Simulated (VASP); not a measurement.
# MgO (Pm-3m) in VASP: settings compared

MgO is run at these levels: PBE-based global hybrid with 5 % exact exchange, PBE-based screened hybrid with 30 % exact exchange, HSE06, r2SCAN; tasks: single point.

Program: VASP 6.6.1. These are calculated values, not measurements. Logs are shortened: lines on timing, memory, paths and dates and some standing lists are left out, and cuts for length are marked.

## 1. The cell of the first run

It takes space group Pm-3m (No. 221, cubic). Conventional cell: a = 2.623 Å, b = 2.623 Å, c = 2.623 Å, α = 90.00°, β = 90.00°, γ = 90.00°. Within 3.0 Å of Mg (site symmetry m-3m) lie 8 O at 2.27 Å and 6 Mg at 2.62 Å. Within 3.0 Å of O (site symmetry m-3m) lie 8 Mg at 2.27 Å and 6 O at 2.62 Å.

## 2. Single point, PBE-based global hybrid with 5 % exact exchange

File POSCAR:

```
MgO
1.0
    2.6233491278      0.0000000000      0.0000000000
    0.0000000000      2.6233491278      0.0000000000
    0.0000000000      0.0000000000      2.6233491278
Mg O
1 1
Direct
    0.0000000000      0.0000000000      0.0000000000
    0.5000000000      0.5000000000      0.5000000000
```

File INCAR.step1:

```
SYSTEM = MgO
PREC = Accurate
ENCUT = 520
EDIFF = 1E-5
ISMEAR = 0
SIGMA = 0.01
LREAL = .FALSE.
LASPH = .TRUE.
NELM = 60
ALGO = Normal
ISIF = 2
LWAVE = .TRUE.
GGA = PE
NBANDS = 11
```

File INCAR.step2:

```
SYSTEM = MgO
PREC = Accurate
ENCUT = 520
EDIFF = 1E-7
ISMEAR = 0
SIGMA = 0.01
LREAL = .FALSE.
LASPH = .TRUE.
NELM = 60
ALGO = Normal
ISIF = 2
LWAVE = .FALSE.
LCHARG = .TRUE.
GGA = PE
LHFCALC = .TRUE.
AEXX = 0.05
PRECFOCK = Normal
LELF = .TRUE.
LVHAR = .TRUE.
ISTART = 1
NBANDS = 11
```

File KPOINTS:

```
regular mesh
0
G
  4 4 4
  0 0 0
```

Potentials or basis: VASP PAW PBE potentials, release 64 (Mg, O).

On the command line:

```console
cat potpaw_PBE.64/Mg/POTCAR potpaw_PBE.64/O/POTCAR > POTCAR
cp INCAR.step1 INCAR
mpirun -np 1 vasp_std > vasp.out
cp INCAR.step2 INCAR
mpirun -np 1 vasp_std > vasp.out
```

OUTCAR:

```text
SYSTEM = MgO
   PREC = Accurate
   ENCUT = 520
   EDIFF = 1E-7
   ISMEAR = 0
   LREAL = .FALSE.
   LASPH = .TRUE.
   NELM = 60
   ISIF = 2
   GGA = PE
   LHFCALC = .TRUE.
   AEXX = 0.05
   PRECFOCK = Normal
   ISTART = 1

 ion  position               nearest neighbor table
   1  0.000  0.000  0.000-   2 2.27   2 2.27   2 2.27   2 2.27   2 2.27   2 2.27   2 2.27   2 2.27

   2  0.500  0.500  0.500-   1 2.27   1 2.27   1 2.27   1 2.27   1 2.27   1 2.27   1 2.27   1 2.27

  LATTYP: Found a simple cubic cell.
 ALAT       =     2.6233491278

  Lattice vectors:

 A1 = (   2.6233491278,   0.0000000000,   0.0000000000)
 A2 = (   0.0000000000,   2.6233491278,   0.0000000000)
 A3 = (   0.0000000000,   0.0000000000,   2.6233491278)

Analysis of symmetry for initial positions (statically):
=====================================================================
 Subroutine PRICEL returns:
 Original cell was already a primitive cell.

 Routine SETGRP: Setting up the symmetry group for a
 simple cubic supercell.

 Subroutine GETGRP returns: Found 48 space group operations
 (whereof 48 operations were pure point group operations)
 out of a pool of 48 trial point group operations.

The static configuration has the point symmetry O_h .

Analysis of symmetry for dynamics (positions and initial velocities):
=====================================================================
 Subroutine PRICEL returns:
 Original cell was already a primitive cell.

 Routine SETGRP: Setting up the symmetry group for a
 simple cubic supercell.

 Subroutine GETGRP returns: Found 48 space group operations
 (whereof 48 operations were pure point group operations)
 out of a pool of 48 trial point group operations.

The dynamic configuration has the point symmetry O_h .

 Subroutine INISYM returns: Found 48 space group operations
 (whereof 48 operations are pure point group operations),
 and found     1 'primitive' translations

----------------------------------------------------------------------------------------

                                     Primitive cell

  volume of cell :      18.0538

  direct lattice vectors                    reciprocal lattice vectors
     2.623349128  0.000000000  0.000000000     0.381192114  0.000000000  0.000000000
[... 85 lines left out ...]
   EFERMI =   0.00;   METHOD = LEGACY
   ISMEAR =     0;   SIGMA  =   0.01  broadening in eV -4-tet -1-fermi 0-gaus
   EFERMI_NEDOS =   21; number of points for ismear=-14 and -15
   IALGO  =     38    algorithm
   IMIX   =      1    mixing-type and parameters
     AMIX     =   0.40;   BMIX     =  1.00
     AMIX_MAG =   1.60;   BMIX_MAG =  1.00
  volume/ion in A,a.u.               =       9.03        60.92
  Fermi-wavevector in a.u.,A,eV,Ry     =   1.248098  2.358563 21.194461  1.557749
  Thomas-Fermi vector in A             =   2.382200
   LORBIT       =      0    0 simple, 1 ext, 2 COOP (PROOUT), +10 PAW based schemes
   GGA     = PE    functional components
   LHFCALC =     T    Hartree Fock is set to
   PRECFOCK=normal    Normal, Fast or Accurate (Low or Medium for compatibility)
   ENCUT4O =  -1.0   cutoff for four orbital integrals eV
   NKREDX  =     1    reduce k-point grid by
   NKREDY  =     1    reduce k-point grid by
   NKREDZ  =     1    reduce k-point grid by
   AEXX    =    0.0500 exact exchange contribution
   HFSCREEN=    0.0000 screening length (either q_TF or 0.3 A-1)
   HFSCREENC=   0.0000 screening length for correlation (either q_TF or 0.3 A-1)
   ENCUTFOCK=  -1.0 apply spherical cutoff to Coloumb kernel
   IVDW    =     0    specifies the selected vdW correction
   LEPSILON=     F    determine dielectric tensor
   LRPA    =     F    only Hartree local field effects (RPA)
 non-spin polarized calculation
 Gauss-broadening in eV      SIGMA  =   0.01
  energy-cutoff  :      520.00
  volume of cell :       18.05
 maximum number of plane-waves:       500
 NGX is ok and might be reduce to    20
  NGX = 16; NGY = 16; NGZ = 16

 number of electron       7.9999999 magnetization

 Free energy of the ion-electron system (eV)
  ---------------------------------------------------
  ext. energy  EPLUGINS =         0.00000000
  ---------------------------------------------------
  free energy    TOTEN  =       -10.90789454 eV

  energy without entropy =      -10.90789454  energy(sigma->0) =      -10.90789454

 E-fermi :   4.9149     XC(G=0): -10.8692

 val. band max:        4.8617014008   @ k =   0.5000   0.5000   0.0000
 cond. band min:       7.9158113283   @ k =   0.0000   0.0000   0.0000
 fundamental gap:      3.0541099275
 Fermi energy:         4.9149366595

 k-point     1 :       0.0000    0.0000    0.0000
  band No.  band energies     occupation
      1     -14.0741      2.00000
      2       3.8204      2.00000
      3       3.8204      2.00000
      4       3.8204      2.00000
      5       7.9158      0.00000
      6      15.7973      0.00000
      7      15.7973      0.00000
      8      25.9425      0.00000
      9      25.9425      0.00000
     10      25.9425      0.00000
     11      33.0646      0.00000
[... 113 lines left out ...]
 k-point    10 :       0.5000    0.5000    0.5000
  band No.  band energies     occupation
      1     -11.0427      2.00000
      2       1.1197      2.00000
      3       1.1197      2.00000
      4       1.1197      2.00000
      5      12.8440      0.00000
      6      12.8440      0.00000
      7      12.8440      0.00000
      8      21.8915      0.00000
      9      24.4583      0.00000
     10      24.4583      0.00000
     11      24.4583      0.00000

------------------------ aborting loop because EDIFF is reached ----------------------------------------

  FORCE on cell =-STRESS in cart. coord.  units (eV):
  Direction    XX          YY          ZZ          XY          YZ          ZX
  --------------------------------------------------------------------------------------
  -------------------------------------------------------------------------------------
  Total        0.4633270      0.4633270      0.4633270      0.0000000      0.0000000      0.0000000
  in kB       41.1178032     41.1178032     41.1178032      0.0000000      0.0000000      0.0000000
  external PRESSURE =      41.1178032 kB  Pullay stress =       0.0000000 kB

 VOLUME and BASIS-vectors are now :
 -----------------------------------------------------------------------------
  energy-cutoff  :      520.00
  volume of cell :       18.05
      direct lattice vectors                 reciprocal lattice vectors
     2.623349128  0.000000000  0.000000000     0.381192114  0.000000000  0.000000000
     0.000000000  2.623349128  0.000000000     0.000000000  0.381192114  0.000000000
     0.000000000  0.000000000  2.623349128     0.000000000  0.000000000  0.381192114

 POSITION                                       TOTAL-FORCE (eV/Angst)
 -----------------------------------------------------------------------------------
      0.00000      0.00000      0.00000         0.000000      0.000000      0.000000
      1.31167      1.31167      1.31167         0.000000      0.000000      0.000000
 -----------------------------------------------------------------------------------
    total drift:                               -0.000000     -0.000000     -0.000000

  FREE ENERGIE OF THE ION-ELECTRON SYSTEM (eV)
  ---------------------------------------------------
  free  energy   TOTEN  =       -10.9078945368 eV

  energy  without entropy=      -10.9078945368  energy(sigma->0) =      -10.90789454
```

It took 47 s on 1 thread of Intel Xeon Platinum 8375C at 2.90GHz (Ice Lake), shared host; peak memory 0.13 GiB.

Results:

* Free energy: -10.9079 eV
* Pressure: 4.1 GPa
* Band gap on the k mesh: 3.05 eV (least direct gap 4.10 eV)

Caveat: the k points lie up to 0.60 Å⁻¹ apart; the structure was generated, so it needn't be the stable form of MgO; the PAW data sets were made with another functional, which shifts forces and pressure a little.

## 3. Single point, PBE-based screened hybrid with 30 % exact exchange

POSCAR is that of step 2.

File INCAR.step1:

```
SYSTEM = MgO
ALGO     = Normal         ! electronic algorithm
EDIFF    = 1E-5           ! SCF threshold, eV
ENCUT    = 520            ! plane-wave cutoff, eV
GGA      = PE             ! functional
ISIF     = 2              ! what is computed and relaxed
ISMEAR   = 0              ! smearing method
LASPH    = .TRUE.         ! aspherical terms in the spheres
LCHARG   = .FALSE.        ! write CHGCAR
LREAL    = .FALSE.        ! projectors in reciprocal space
LWAVE    = .TRUE.         ! write WAVECAR
NBANDS   = 11             ! bands
NELM     = 80             ! most SCF steps
PREC     = Accurate       ! precision mode
SIGMA    = 0.01           ! smearing width, eV
```

File INCAR.step2:

```
SYSTEM = MgO
AEXX     = 0.3            ! exact-exchange fraction
ALGO     = Normal         ! electronic algorithm
EDIFF    = 1E-6           ! SCF threshold, eV
ENCUT    = 520            ! plane-wave cutoff, eV
GGA      = PE             ! functional
HFSCREEN = 0.2078         ! screening, 1/A
ISIF     = 2              ! what is computed and relaxed
ISMEAR   = 0              ! smearing method
ISTART   = 1            
LASPH    = .TRUE.         ! aspherical terms in the spheres
LCHARG   = .FALSE.        ! write CHGCAR
LHFCALC  = .TRUE.         ! exact exchange
LREAL    = .FALSE.        ! projectors in reciprocal space
LWAVE    = .FALSE.        ! write WAVECAR
NBANDS   = 11             ! bands
NELM     = 80             ! most SCF steps
PREC     = Accurate       ! precision mode
PRECFOCK = Normal       
SIGMA    = 0.01           ! smearing width, eV
```

File KPOINTS:

```
k-points
0
G
  4 4 4
  0 0 0
```

Potentials or basis: VASP PAW PBE potentials, release 64 (Mg, O).

On the command line:

```console
cat potpaw_PBE.64/Mg/POTCAR potpaw_PBE.64/O/POTCAR > POTCAR
cp INCAR.step1 INCAR
mpirun -np 1 vasp_std > vasp.out
cp INCAR.step2 INCAR
mpirun -np 1 vasp_std > vasp.out
```

Run time: 59 s. Hardware: 1 thread of Intel Xeon Platinum 8375C at 2.90GHz (Ice Lake), shared host; peak memory 0.23 GiB.

The run converged. Its results:

```yaml
Free_energy: -13.0289 eV
Pressure: -2.5 GPa
Band_gap_on_the_k_mesh: 4.48 eV (least direct gap 5.61 eV)
```

Levels at points of the mesh, in eV from the valence-band top:
| k point | band 1 | band 2 | band 3 | band 4 | band 5 | band 6 | band 7 | band 8 | band 9 |
| --- | --- | --- | --- | --- | --- | --- | --- | --- | --- |
| (0.00, 0.00, 0.00) | -20.59 | -1.13 | -1.13 | -1.13 | 4.48 | 12.52 | 12.52 | 23.25 | 23.25 |
| (0.50, 0.00, 0.00) | -19.27 | -7.10 | -0.63 | -0.63 | 9.17 | 12.02 | 16.86 | 19.72 | 20.54 |
| (0.50, 0.50, 0.00) | -18.33 | -5.19 | -5.19 | 0.00 | 6.87 | 14.85 | 14.85 | 15.71 | 21.75 |
| (0.50, 0.50, 0.50) | -17.41 | -4.02 | -4.02 | -4.02 | 9.51 | 9.51 | 9.51 | 18.94 | 21.88 |

Caveat: the k points lie up to 0.60 Å⁻¹ apart; the structure was generated, so it needn't be the stable form of MgO; the PAW data sets were made with another functional, which shifts forces and pressure a little. A k mesh can miss the band edges.

## 4. Single point, HSE06

POSCAR is that of step 3.

File INCAR.step1:

```
SYSTEM = MgO
  PREC = Accurate
  ENCUT = 520
  EDIFF = 1E-5
  ISMEAR = 0
  SIGMA = 0.01
  LREAL = .FALSE.
  LASPH = .TRUE.
  NELM = 60
  ALGO = Normal
  ISIF = 2
  LWAVE = .TRUE.
  GGA = PE
  ISYM = 0
  NBANDS = 11
```

File INCAR.step2:

```
SYSTEM = MgO
  PREC = Accurate
  ENCUT = 520
  EDIFF = 1E-7
  ISMEAR = 0
  SIGMA = 0.01
  LREAL = .FALSE.
  LASPH = .TRUE.
  NELM = 60
  ALGO = Normal
  ISIF = 2
  LWAVE = .FALSE.
  LCHARG = .TRUE.
  GGA = PE
  LHFCALC = .TRUE.
  HFSCREEN = 0.2079
  PRECFOCK = Normal
  LELF = .TRUE.
  LVHAR = .TRUE.
  ISTART = 1
  ISYM = 0
  NBANDS = 11
```

File KPOINTS:

```
Automatic mesh
0
Gamma
  4 4 4
  0 0 0.5
```

On the command line:

```console
cat potpaw_PBE.64/Mg/POTCAR potpaw_PBE.64/O/POTCAR > POTCAR
cp INCAR.step1 INCAR
mpirun -np 1 vasp_std > vasp.out
cp INCAR.step2 INCAR
mpirun -np 1 vasp_std > vasp.out
```

Wall time 22 min (1 thread of Intel Xeon Platinum 8375C at 2.90GHz (Ice Lake), shared host); peak memory 0.25 GiB.

The run converged, but its numbers aren't listed here, since they failed a check.

Caveat: the k points lie up to 0.60 Å⁻¹ apart; the result breaks the symmetry of the cell; the structure was generated, so it needn't be the stable form of MgO; the PAW data sets were made with another functional, which shifts forces and pressure a little; a shifted mesh leaves out Γ, where band edges can lie.

## 5. Single point, r2SCAN

POSCAR is that of step 4.

File INCAR.step1:

```
SYSTEM = MgO
ALGO = Normal
EDIFF = 1E-5
ENCUT = 920
GGA = PE
GGA_COMPAT = .FALSE.
ISMEAR = 1
LASPH = .TRUE.
LCHARG = .FALSE.
LREAL = .FALSE.
LWAVE = .TRUE.
NBANDS = 15
NELM = 120
PREC = Accurate
SIGMA = 0.2
```

File INCAR.step2:

```
SYSTEM = MgO
ALGO = Normal
EDIFF = 1E-6
ENCUT = 920
GGA_COMPAT = .FALSE.
ISIF = 2
ISMEAR = 1
ISTART = 1
LASPH = .TRUE.
LCHARG = .FALSE.
LMIXTAU = .TRUE.
LREAL = .FALSE.
LWAVE = .FALSE.
METAGGA = R2SCAN
NBANDS = 15
NELM = 120
PREC = Accurate
SIGMA = 0.2
```

File KPOINTS:

```
k-points
0
G
  6 6 6
  0 0 0
```

Potentials or basis: VASP PAW PBE potentials, release 64 (Mg_sv, O).

On the command line:

```console
cat potpaw_PBE.64/Mg_sv/POTCAR potpaw_PBE.64/O/POTCAR > POTCAR
cp INCAR.step1 INCAR
mpirun -np 1 vasp_std > vasp.out
cp INCAR.step2 INCAR
mpirun -np 1 vasp_std > vasp.out
```

OUTCAR:

```text
SYSTEM = MgO
   EDIFF = 1E-6
   ENCUT = 920
   ISIF = 2
   ISMEAR = 1
   ISTART = 1
   LASPH = .TRUE.
   LREAL = .FALSE.
   METAGGA = R2SCAN
   NELM = 120
   PREC = Accurate

 ion  position               nearest neighbor table
   1  0.000  0.000  0.000-
   2  0.500  0.500  0.500-

  LATTYP: Found a simple cubic cell.
 ALAT       =     2.6233491278

  Lattice vectors:

 A1 = (   2.6233491278,   0.0000000000,   0.0000000000)
 A2 = (   0.0000000000,   2.6233491278,   0.0000000000)
 A3 = (   0.0000000000,   0.0000000000,   2.6233491278)

Analysis of symmetry for initial positions (statically):
=====================================================================
 Subroutine PRICEL returns:
 Original cell was already a primitive cell.

 Routine SETGRP: Setting up the symmetry group for a
 simple cubic supercell.

 Subroutine GETGRP returns: Found 48 space group operations
 (whereof 48 operations were pure point group operations)
 out of a pool of 48 trial point group operations.

The static configuration has the point symmetry O_h .

Analysis of symmetry for dynamics (positions and initial velocities):
[... 166 lines left out ...]
      3     -38.1271      2.00000
      4     -38.1271      2.00000
      5     -15.0291      2.00000
      6       3.4868      2.00000
      7       3.4868      2.00000
      8       3.4868      2.00000
      9       8.0561     -0.00000
     10      16.0281      0.00000
     11      16.0281      0.00000
     12      26.5769      0.00000
     13      26.5769      0.00000
     14      26.5769      0.00000
[... 329 lines left out ...]
      2     -38.2186      2.00000
      3     -38.2186      2.00000
      4     -38.2186      2.00000
      5     -12.0671      2.00000
      6       0.7524      2.00000
      7       0.7524      2.00000
      8       0.7524      2.00000
      9      13.0187      0.00000
     10      13.0187      0.00000
     11      13.0187      0.00000
     12      22.7088      0.00000
     13      24.9807      0.00000
     14      24.9807      0.00000
     15      24.9807      0.00000

------------------------ aborting loop because EDIFF is reached ----------------------------------------

  FORCE on cell =-STRESS in cart. coord.  units (eV):
  Direction    XX          YY          ZZ          XY          YZ          ZX
  --------------------------------------------------------------------------------------
  -------------------------------------------------------------------------------------
  Total        0.0725392      0.0725392      0.0725392     -0.0000000     -0.0000000      0.0000000
  in kB        6.4374650      6.4374650      6.4374650     -0.0000000     -0.0000000      0.0000000
  external PRESSURE =       6.4374650 kB  Pullay stress =       0.0000000 kB

 VOLUME and BASIS-vectors are now :
 -----------------------------------------------------------------------------
  energy-cutoff  :      920.00
  volume of cell :       18.05
      direct lattice vectors                 reciprocal lattice vectors
     2.623349128  0.000000000  0.000000000     0.381192114  0.000000000  0.000000000
     0.000000000  2.623349128  0.000000000     0.000000000  0.381192114  0.000000000
     0.000000000  0.000000000  2.623349128     0.000000000  0.000000000  0.381192114

 POSITION                                       TOTAL-FORCE (eV/Angst)
 -----------------------------------------------------------------------------------
      0.00000      0.00000      0.00000         0.000000      0.000000      0.000000
      1.31167      1.31167      1.31167         0.000000      0.000000      0.000000
 -----------------------------------------------------------------------------------
    total drift:                               -0.000000      0.000000      0.000000

  FREE ENERGIE OF THE ION-ELECTRON SYSTEM (eV)
  ---------------------------------------------------
  free  energy   TOTEN  =       -14.5378451156 eV

  energy  without entropy=      -14.5393419631  energy(sigma->0) =      -14.53834406
```

Wall time 22 s (1 thread of Intel Xeon 6975P-C (Granite Rapids), shared host); peak memory 0.16 GiB.

What came out:

* Free energy: -14.5378 eV
* Pressure: 0.6 GPa
* Band gap on the k mesh: 3.52 eV (least direct gap 4.57 eV)

Caveat: the structure was generated, so it needn't be the stable form of MgO; the PAW data sets were made with another functional, which shifts forces and pressure a little.

## 6. Summary

```csv
level,potentials or basis,k mesh,cutoff (eV),smearing,grid for exact exchange (PRECFOCK),share of exact exchange,screening parameter,gap on the mesh (eV),pressure (GPa)
PBE-based global hybrid with 5 % exact exchange,"VASP PAW PBE potentials, release 64 (Mg, O)",4 × 4 × 4,520,gaussian 0.01 eV,Normal,0.05,-,3.05,4.1
PBE-based screened hybrid with 30 % exact exchange,"VASP PAW PBE potentials, release 64 (Mg, O)",4 × 4 × 4,520,gaussian 0.01 eV,Normal,0.3,0.2078 1/Å,4.48,-2.5
r2SCAN,"VASP PAW PBE potentials, release 64 (Mg_sv, O)",6 × 6 × 6,920,methfessel-paxton 0.2 eV,-,-,-,3.52,0.6
```

Alike in all rows: task single point; no spin polarisation; cell as given.

Caveats: some runs use coarse meshes; the structure was generated, so it needn't be the stable form of MgO; the PAW data sets were made with another functional, which shifts forces and pressure a little.

Absolute energies hang on the potentials; compare differences alone.
